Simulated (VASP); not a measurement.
Write the native input for VASP 6.6.1 that does the following.

* Task: electric field gradients
* Functional: PBE
* Potentials or basis: VASP PAW PBE potentials, release 64 (Cs_sv, Br)
* Cutoff: 400 eV
* k mesh: 6 × 6 × 6
* Occupations: fermi-dirac, width 0.03 eV
* Spin: no spin polarisation
* Dipole correction: no
* Further INCAR settings: ALGO = Normal; EDIFF = 1e-08; NBANDS = 15

The structure of CsBr lies in POSCAR:

```
CsBr
1.0
    4.2133418957      0.0000000000      0.0000000000
    0.0000000000      4.2133418957      0.0000000000
    0.0000000000      0.0000000000      4.2133418957
Cs Br
1 1
Direct
    0.0000000000      0.0000000000      0.0000000000
    0.5000000000      0.5000000000      0.5000000000
```

This cell differs from its parent crystal: volume scaled by 0.95.

The input as run:

INCAR

```
PREC = Accurate
ENCUT = 400
EDIFF = 1E-8
ISMEAR = -1
SIGMA = 0.03
LREAL = False
LASPH = True
NELM = 120
ALGO = Normal
ISIF = 2
LWAVE = False
LCHARG = False
GGA = PE
LEFG = True
NBANDS = 15
GGA_COMPAT = False
```

KPOINTS

```
Automatic mesh
0
Gamma
  6 6 6
```

Potentials or basis: VASP PAW PBE potentials, release 64 (Cs_sv, Br).

Launch:

```console
$ cat potpaw_PBE.64/Cs_sv/POTCAR potpaw_PBE.64/Br/POTCAR > POTCAR
$ mpirun -np 1 vasp_std > vasp.out
```

It gave:

The pressure is 2.1 GPa and the band gap on the k mesh is 4.72 eV, direct.

Caveat: without QUAD_EFG the Cq values of the log hold for a quadrupole moment of 1 mb, not for the nuclei; spin-orbit coupling is left out, which moves the levels of the heavy elements.

It used 7.7 s of CPU time on 1 thread of Intel(R) Xeon(R) 6975P-C (Granite Rapids), with other jobs on the host.
